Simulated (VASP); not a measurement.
# AlCo (Pm-3m) in VASP: notebook

The runs below take AlCo through single point, with PBEsol.

Program: VASP 6.6.1. These are calculated values, not measurements. Logs are shortened: lines on timing, memory, paths and dates and some standing lists are left out, and cuts for length are marked.

## Step 1: The cell of the first run

The structure is cubic, space group Pm-3m (No. 221). The conventional cell has a = 2.819 Å, b = 2.819 Å, c = 2.819 Å, α = 90.00°, β = 90.00°, γ = 90.00°. Co (site symmetry m-3m) has 8 Al at 2.44 Å and 6 Co at 2.82 Å within 3.2 Å. Within 3.2 Å of Al (site symmetry m-3m) lie 8 Co at 2.44 Å and 6 Al at 2.82 Å.

## Step 2: Single point, PBEsol

INCAR reads:

```
SYSTEM = AlCo
  ALGO = Normal
  EDIFF = 1E-6
  ENCUT = 520
  GGA = PS
  ISIF = 2
  ISMEAR = -1
  LASPH = .True.
  LCHARG = .False.
  LREAL = .False.
  LWAVE = .False.
  NBANDS = 13
  NELM = 80
  PREC = Accurate
  SIGMA = 0.05
```

KPOINTS reads:

```
k-points
0
Gamma
  9 9 9
  0 0 0
```

POSCAR reads:

```
AlCo
1.0
    2.8194032100      0.0000000000      0.0000000000
    0.0000000000      2.8194032100      0.0000000000
    0.0000000000      0.0000000000      2.8194032100
Co Al
1 1
Direct
    0.5000000000      0.5000000000      0.5000000000
    0.0000000000      0.0000000000      0.0000000000
```

Potentials or basis: VASP PAW PBE potentials, release 64 (Co, Al).

Launch:

```console
cat potpaw_PBE.64/Co/POTCAR potpaw_PBE.64/Al/POTCAR > POTCAR
mpirun -np 1 vasp_std > vasp.out
```

OUTCAR:

```text
SYSTEM = AlCo
   EDIFF = 1E-6
   ENCUT = 520
   GGA = PS
   ISIF = 2
   ISMEAR = -1
   LASPH = .True.
   LREAL = .False.
   NELM = 80
   PREC = Accurate

 ion  position               nearest neighbor table
   1  0.500  0.500  0.500-   2 2.44   2 2.44   2 2.44   2 2.44   2 2.44   2 2.44   2 2.44   2 2.44

   2  0.000  0.000  0.000-   1 2.44   1 2.44   1 2.44   1 2.44   1 2.44   1 2.44   1 2.44   1 2.44

  LATTYP: Found a simple cubic cell.
 ALAT       =     2.8194032100

  Lattice vectors:

 A1 = (   2.8194032100,   0.0000000000,   0.0000000000)
 A2 = (   0.0000000000,   2.8194032100,   0.0000000000)
 A3 = (   0.0000000000,   0.0000000000,   2.8194032100)

Analysis of symmetry for initial positions (statically):
=====================================================================
 Subroutine PRICEL returns:
 Original cell was already a primitive cell.

 Routine SETGRP: Setting up the symmetry group for a
 simple cubic supercell.

 Subroutine GETGRP returns: Found 48 space group operations
 (whereof 48 operations were pure point group operations)
 out of a pool of 48 trial point group operations.

The static configuration has the point symmetry O_h .

Analysis of symmetry for dynamics (positions and initial velocities):
=====================================================================
 Subroutine PRICEL returns:
 Original cell was already a primitive cell.

 Routine SETGRP: Setting up the symmetry group for a
 simple cubic supercell.

 Subroutine GETGRP returns: Found 48 space group operations
 (whereof 48 operations were pure point group operations)
 out of a pool of 48 trial point group operations.

The dynamic configuration has the point symmetry O_h .

 Subroutine INISYM returns: Found 48 space group operations
 (whereof 48 operations are pure point group operations),
 and found     1 'primitive' translations

----------------------------------------------------------------------------------------

                                     Primitive cell

  volume of cell :      22.4115

  direct lattice vectors                    reciprocal lattice vectors
     2.819403210  0.000000000  0.000000000     0.354684990  0.000000000  0.000000000
     0.000000000  2.819403210  0.000000000     0.000000000  0.354684990  0.000000000
     0.000000000  0.000000000  2.819403210     0.000000000  0.000000000  0.354684990

  length of vectors
     2.819403210  2.819403210  2.819403210     0.354684990  0.354684990  0.354684990

  position of ions in fractional coordinates (direct lattice)
     0.500000000  0.500000000  0.500000000
     0.000000000  0.000000000  0.000000000

  ion indices of the primitive-cell ions
   primitive index   ion index
                 1           1
                 2           2

----------------------------------------------------------------------------------------

 KPOINTS: k-points

Automatic generation of k-mesh.
 Grid dimensions read from file:
 generate k-points for:    9    9    9

 Generating k-lattice:

  Cartesian coordinates                     Fractional coordinates (reciprocal lattice)
     0.039409443  0.000000000  0.000000000     0.111111111  0.000000000  0.000000000
     0.000000000  0.039409443  0.000000000     0.000000000  0.111111111  0.000000000
     0.000000000  0.000000000  0.039409443     0.000000000  0.000000000  0.111111111

  Length of vectors
     0.039409443  0.039409443  0.039409443

  Shift w.r.t. Gamma in fractional coordinates (k-lattice)
     0.000000000  0.000000000  0.000000000

 Subroutine IBZKPT returns following result:
 ===========================================

 Found     35 irreducible k-points:

 Following reciprocal coordinates:
            Coordinates               Weight
  0.000000  0.000000  0.000000      1.000000
  0.111111  0.000000  0.000000      6.000000
  0.222222  0.000000  0.000000      6.000000
  0.333333  0.000000  0.000000      6.000000
  0.444444  0.000000  0.000000      6.000000
  0.111111  0.111111  0.000000     12.000000
[... 16 lines left out ...]
  0.333333  0.333333  0.111111     24.000000
  0.444444  0.333333  0.111111     48.000000
 [... further k-points ...]
   k-points           NKPTS =     35   k-points in BZ     NKDIM =     35   number of bands    NBANDS=     13
   number of dos      NEDOS =    301   number of ions     NIONS =      2
   total plane-waves  NPLWV =  13824
   dimension x,y,z NGX =    24 NGY =   24 NGZ =   24
   dimension x,y,z NGXF=    48 NGYF=   48 NGZF=   48
   ions per type =               1   1
   NGX,Y,Z   is equivalent  to a cutoff of  14.15, 14.15, 14.15 a.u.
   NGXF,Y,Z  is equivalent  to a cutoff of  28.30, 28.30, 28.30 a.u.
 SYSTEM =  AlCo
   PREC   = accura    normal or accurate (medium, high low for compatibility)
   ISTART =      0    job   : 0-new  1-cont  2-samecut
   ICHARG =      2    charge: 1-file 2-atom 10-const
   ISPIN  =      1    spin polarized calculation?
   LNONCOLLINEAR =      F non collinear calculations
   LSORBIT =      F    spin-orbit coupling
   LASPH  =      T    aspherical Exc in radial PAW
   ENCUT  =  520.0 eV  38.22 Ry    6.18 a.u.   5.24  5.24  5.24*2*pi/ulx,y,z
   NELM   =     80;   NELMIN=  2; NELMDL= -5     # of ELM steps
   EDIFF  = 0.1E-05   stopping-criterion for ELM
   LREAL  =      F    real-space projection
   EDIFFG = 0.1E-04   stopping-criterion for IOM
   NSW    =      0    number of steps for IOM
   IBRION =     -1    ionic relax: 0-MD 1-quasi-New 2-CG
   NFREE  =      0    steps in history (QN), initial steepest desc. (CG)
   ISIF   =      2    stress and relaxation
   ISYM   =      2    0-nonsym 1-usesym 2-fastsym
   POTIM  = 0.5000    time-step for ionic-motion
   TEBEG  =    0.0;   TEEND  =   0.0 temperature during run
   PSTRESS=    0.0 pullay stress
   NELECT =      12.0000    total number of electrons
   NUPDOWN=      -1.0000    fix difference up-down
   EMIN   =  10.00;   EMAX   =-10.00  energy-range for DOS
   EFERMI =   0.00;   METHOD = LEGACY
   ISMEAR =    -1;   SIGMA  =   0.05  broadening in eV -4-tet -1-fermi 0-gaus
   EFERMI_NEDOS =   21; number of points for ismear=-14 and -15
   IALGO  =     38    algorithm
   IMIX   =      4    mixing-type and parameters
     AMIX     =   0.40;   BMIX     =  1.00
     AMIX_MAG =   1.60;   BMIX_MAG =  1.00
  volume/ion in A,a.u.               =      11.21        75.62
  Fermi-wavevector in a.u.,A,eV,Ry     =   1.329366  2.512138 24.044423  1.767215
  Thomas-Fermi vector in A             =   2.458534
   LORBIT       =      0    0 simple, 1 ext, 2 COOP (PROOUT), +10 PAW based schemes
   GGA     = PS    functional components
   LHFCALC =     F    Hartree Fock is set to
   AEXX    =    0.0000 exact exchange contribution
   IVDW    =     0    specifies the selected vdW correction
   LEPSILON=     F    determine dielectric tensor
   LRPA    =     F    only Hartree local field effects (RPA)
 non-spin polarized calculation
  energy-cutoff  :      520.00
  volume of cell :       22.41
 maximum number of plane-waves:       619
 NGX is ok and might be reduce to    24
   NGX = 11   NGY = 11   NGZ = 11

 number of electron      11.9999996 magnetization

 Free energy of the ion-electron system (eV)
  ---------------------------------------------------
  ext. energy  EPLUGINS =         0.00000000
  ---------------------------------------------------
  free energy    TOTEN  =       -13.08765577 eV

  energy without entropy =      -13.08333614  energy(sigma->0) =      -13.08549596

 E-fermi :  10.8701     XC(G=0): -12.5435

 val. band max:       10.8195738836   @ k =   0.4444   0.4444   0.1111
 cond. band min:      10.9896533250   @ k =   0.4444   0.3333   0.0000
 fundamental gap:      0.1700794415
 Fermi energy:        10.8700764312

 k-point     1 :       0.0000    0.0000    0.0000
  band No.  band energies     occupation
      1      -0.4038      2.00000
      2       7.7560      2.00000
      3       7.7560      2.00000
      4      10.0324      2.00000
      5      10.0324      2.00000
      6      10.0324      2.00000
      7      17.0121      0.00000
      8      17.0121      0.00000
      9      17.0121      0.00000
     10      19.7731      0.00000
     11      19.7731      0.00000
     12      26.6587      0.00000
     13      32.8797      0.00000

 k-point     2 :       0.1111    0.0000    0.0000
  band No.  band energies     occupation
      1      -0.1645      2.00000
      2       7.7287      2.00000
      3       7.8228      2.00000
      4       9.9049      2.00000
      5       9.9049      2.00000
      6      10.0461      2.00000
      7      15.2096      0.00000
      8      17.3424      0.00000
      9      17.3424      0.00000
     10      19.7341      0.00000
     11      21.4050      0.00000
     12      27.4273      0.00000
     13      30.8233      0.00000

 k-point     3 :       0.2222    0.0000    0.0000
  band No.  band energies     occupation
      1       0.5425      2.00000
      2       7.4748      2.00000
      3       7.9980      2.00000
      4       9.6110      2.00000
      5       9.6110      2.00000
      6      10.0811      2.00000
      7      12.9293      0.00000
      8      18.2490      0.00000
      9      18.2490      0.00000
     10      19.6236      0.00000
     11      23.2129      0.00000
     12      28.1089      0.00000
     13      28.1089      0.00000

 k-point     4 :       0.3333    0.0000    0.0000
  band No.  band energies     occupation
      1       1.6834      2.00000
      2       6.5413      2.00000
      3       8.2088      2.00000
      4       9.3152      2.00000
      5       9.3152      2.00000
      6      10.1212      2.00000
      7      11.5453      0.00000
      8      19.4733      0.00000
      9      19.5744      0.00000
     10      19.5744      0.00000
     11      24.5789      0.00000
     12      25.6128      0.00000
     13      25.6128      0.00000

 k-point     5 :       0.4444    0.0000    0.0000
  band No.  band energies     occupation
      1       3.1908      2.00000
      2       4.9265      2.00000
      3       8.3540      2.00000
      4       9.1390      2.00000
      5       9.1390      2.00000
      6      10.1476      2.00000
      7      11.1058      0.01778
      8      19.3583      0.00000
      9      21.1418      0.00000
     10      21.1418      0.00000
     11      23.4780      0.00000
     12      23.4780      0.00000
     13      25.8583      0.00000
[... 257 lines left out ...]
 k-point    22 :       0.4444    0.2222    0.1111
  band No.  band energies     occupation
      1       4.1087      2.00000
      2       5.7686      2.00000
      3       8.4145      2.00000
      4       8.7226      2.00000
      5       9.4844      2.00000
      6       9.6479      2.00000
      7      11.1618      0.00584
      8      16.5152      0.00000
      9      18.1381      0.00000
     10      20.0406      0.00000
     11      21.8196      0.00000
     12      26.2154      0.00000
     13      27.8224      0.00000

 k-point    23 :       0.3333    0.3333    0.1111
  band No.  band energies     occupation
      1       3.7171      2.00000
      2       7.2777      2.00000
      3       7.8819      2.00000
      4       8.8947      2.00000
      5       9.4045      2.00000
      6       9.4971      2.00000
      7      11.8308      0.00000
      8      14.1963      0.00000
      9      17.9388      0.00000
     10      19.6199      0.00000
     11      24.5556      0.00000
     12      24.9864      0.00000
     13      26.4015      0.00000

 k-point    24 :       0.4444    0.3333    0.1111
  band No.  band energies     occupation
      1       4.8409      2.00000
      2       6.5213      2.00000
      3       8.0855      2.00000
      4       8.7191      2.00000
      5       9.5010      2.00000
      6       9.6336      2.00000
      7      11.1100      0.01634
      8      14.6991      0.00000
      9      16.1568      0.00000
     10      20.7922      0.00000
     11      22.8622      0.00000
     12      25.4650      0.00000
     13      27.5644      0.00000

 [... further k-points ...]

------------------------ aborting loop because EDIFF is reached ----------------------------------------

  FORCE on cell =-STRESS in cart. coord.  units (eV):
  Direction    XX          YY          ZZ          XY          YZ          ZX
  --------------------------------------------------------------------------------------
  -------------------------------------------------------------------------------------
  Total        0.1124259      0.1124259      0.1124259      0.0000000      0.0000000      0.0000000
  in kB        8.0372102      8.0372102      8.0372102      0.0000000      0.0000000      0.0000000
  external PRESSURE =       8.0372102 kB  Pullay stress =       0.0000000 kB

 VOLUME and BASIS-vectors are now :
 -----------------------------------------------------------------------------
  energy-cutoff  :      520.00
  volume of cell :       22.41
      direct lattice vectors                 reciprocal lattice vectors
     2.819403210  0.000000000  0.000000000     0.354684990  0.000000000  0.000000000
     0.000000000  2.819403210  0.000000000     0.000000000  0.354684990  0.000000000
     0.000000000  0.000000000  2.819403210     0.000000000  0.000000000  0.354684990

 POSITION                                       TOTAL-FORCE (eV/Angst)
 -----------------------------------------------------------------------------------
      1.40970      1.40970      1.40970         0.000000      0.000000      0.000000
      0.00000      0.00000      0.00000         0.000000      0.000000      0.000000
 -----------------------------------------------------------------------------------
    total drift:                                0.000000     -0.000000     -0.000000

  FREE ENERGIE OF THE ION-ELECTRON SYSTEM (eV)
  ---------------------------------------------------
  free  energy   TOTEN  =       -13.0876557728 eV

  energy  without entropy=      -13.0833361419  energy(sigma->0) =      -13.08549596
```

Run time: 6.3 s. Hardware: 1 thread of AMD EPYC 9R14 (Zen 4), shared host; peak memory 0.11 GiB.

What came out:

```
Free energy            : -13.0877 eV
Pressure               : 0.8 GPa
Band gap on the k mesh : zero (band 6 reaches 12.12 eV, above the bottom of band 7 at 10.73 eV)
```

Levels at points of the mesh, in eV from the Fermi level:
```
           k point  band 4  band 5  band 6  band 7  band 8  band 9
(0.00, 0.00, 0.00)   -0.84   -0.84   -0.84    6.14    6.14    6.14
```

Caveat: the PAW data sets were made with another functional, which shifts forces and pressure a little. Spin polarisation is off, so any magnetic state and its effect on volume and gap are missing.

## Step 3: Single point, PBEsol, collinear spin, zero start

INCAR reads:

```
SYSTEM = AlCo
  ALGO = Normal
  EDIFF = 1E-7
  ENCUT = 520
  GGA = PS
  ISIF = 2
  ISMEAR = -1
  ISPIN = 2
  LASPH = .TRUE.
  LCHARG = .FALSE.
  LMAXMIX = 4
  LORBIT = 11
  LREAL = .FALSE.
  LWAVE = .FALSE.
  MAGMOM = 0 0
  NBANDS = 17
  NELM = 150
  NUPDOWN = 0.0
  PREC = Accurate
  SIGMA = 0.05
```

KPOINTS reads:

```
k-points
0
G
  8 8 8
  0 0 0
```

POSCAR is that of step 2.

Potentials or basis: VASP PAW PBE potentials, release 64 (Co, Al).

Launch:

```console
cat potpaw_PBE.64/Co/POTCAR potpaw_PBE.64/Al/POTCAR > POTCAR
mpirun -np 1 vasp_std > vasp.out
```

OUTCAR:

```text
SYSTEM = AlCo
   EDIFF = 1E-7
   ENCUT = 520
   GGA = PS
   ISIF = 2
   ISMEAR = -1
   ISPIN = 2
   LASPH = .TRUE.
   LORBIT = 11
   LREAL = .FALSE.
   NELM = 150
   NUPDOWN = 0.0
   PREC = Accurate

 ion  position               nearest neighbor table
   1  0.500  0.500  0.500-   2 2.44   2 2.44   2 2.44   2 2.44   2 2.44   2 2.44   2 2.44   2 2.44

   2  0.000  0.000  0.000-   1 2.44   1 2.44   1 2.44   1 2.44   1 2.44   1 2.44   1 2.44   1 2.44

  LATTYP: Found a simple cubic cell.
 ALAT       =     2.8194032100

  Lattice vectors:

 A1 = (   2.8194032100,   0.0000000000,   0.0000000000)
 A2 = (   0.0000000000,   2.8194032100,   0.0000000000)
 A3 = (   0.0000000000,   0.0000000000,   2.8194032100)

[... 1176 lines left out ...]
 -----------------------------------------------------------------------------
  energy-cutoff  :      520.00
  volume of cell :       22.41
      direct lattice vectors                 reciprocal lattice vectors
     2.819403210  0.000000000  0.000000000     0.354684990  0.000000000  0.000000000
     0.000000000  2.819403210  0.000000000     0.000000000  0.354684990  0.000000000
     0.000000000  0.000000000  2.819403210     0.000000000  0.000000000  0.354684990

 POSITION                                       TOTAL-FORCE (eV/Angst)
 -----------------------------------------------------------------------------------
      1.40970      1.40970      1.40970         0.000000      0.000000      0.000000
      0.00000      0.00000      0.00000         0.000000      0.000000      0.000000
 -----------------------------------------------------------------------------------
    total drift:                                0.000000     -0.000000     -0.000000

  FREE ENERGIE OF THE ION-ELECTRON SYSTEM (eV)
  ---------------------------------------------------
  free  energy   TOTEN  =       -13.0791358421 eV

  energy  without entropy=      -13.0707171871  energy(sigma->0) =      -13.07492651

 total charge

# of ion       s       p       d       tot
------------------------------------------
    1        0.448   0.536   7.535   8.519
    2        0.398   0.442   0.000   0.840
--------------------------------------------------
tot          0.846   0.979   7.535   9.359

 magnetization (x)

# of ion       s       p       d       tot
------------------------------------------
    1        0.000   0.000   0.000   0.000
    2        0.000  -0.000   0.000  -0.000
--------------------------------------------------
tot          0.000  -0.000   0.000   0.000
```

OSZICAR:

```text
N       E                     dE             d eps       ncg     rms          rms(c)
DAV:   1     0.364971949564E+02    0.36497E+02   -0.48687E+03  2436   0.736E+02
DAV:   2    -0.127875075688E+02   -0.49285E+02   -0.43544E+02  2700   0.149E+02
DAV:   3    -0.149664377185E+02   -0.21789E+01   -0.21373E+01  2879   0.335E+01
DAV:   4    -0.149964262031E+02   -0.29988E-01   -0.29969E-01  2877   0.355E+00
DAV:   5    -0.149972616124E+02   -0.83541E-03   -0.83537E-03  2918   0.629E-01    0.136E+01
DAV:   6    -0.179420584731E+02   -0.29448E+01   -0.58591E+01  2713   0.793E+01    0.181E+01
DAV:   7    -0.131174179405E+02    0.48246E+01   -0.28201E+01  2816   0.500E+01    0.194E+00
DAV:   8    -0.130962485344E+02    0.21169E-01   -0.11506E-01  2787   0.195E+00    0.122E+00
DAV:   9    -0.130793620109E+02    0.16887E-01   -0.29495E-02  3030   0.153E+00    0.285E-01
DAV:  10    -0.130791572775E+02    0.20473E-03   -0.85965E-04  3394   0.292E-01    0.160E-01
DAV:  11    -0.130791380692E+02    0.19208E-04   -0.21067E-05  3102   0.342E-02    0.321E-02
DAV:  12    -0.130791358828E+02    0.21864E-05   -0.53360E-06  3227   0.230E-02    0.721E-03
DAV:  13    -0.130791358421E+02    0.40735E-07   -0.64055E-07  2875   0.709E-03
   1 F= -.13079136E+02 E0= -.13074927E+02  d E =-.841865E-02  mag=     0.0000
```

stdout:

```text
POSCAR found type information on POSCAR CoAl
 POSCAR found :  2 types and       2 ions
 scaLAPACK will be used
 -----------------------------------------------------------------------------
|                                                                             |
|                                                                             |
|     You enforced a specific xc type in the INCAR file but a different       |
|     I HOPE YOU KNOW WHAT YOU ARE DOING!                                     |
|                                                                             |
 -----------------------------------------------------------------------------

 LDA part: xc-table for (Slater+PW92), standard interpolation
 POSCAR, INCAR and KPOINTS ok, starting setup
 FFT: planning ... GRIDC
 FFT: planning ... GRID_SOFT
 FFT: planning ... GRID
 WAVECAR not read
 entering main loop
```

Wall time 16 s (1 thread of AMD EPYC 9R14 (Zen 4), shared host); peak memory 0.13 GiB.

What came out:

```yaml
Free_energy: -13.0791 eV
Pressure: 0.9 GPa
Net_moment: 0.00 μB per cell
Valence_electrons_inside_the_program's_atomic_spheres: Co 8.52; Al 0.84
```

Caveat: the PAW data sets were made with another functional, which shifts forces and pressure a little; the total moment is fixed, so each spin has its own Fermi level.
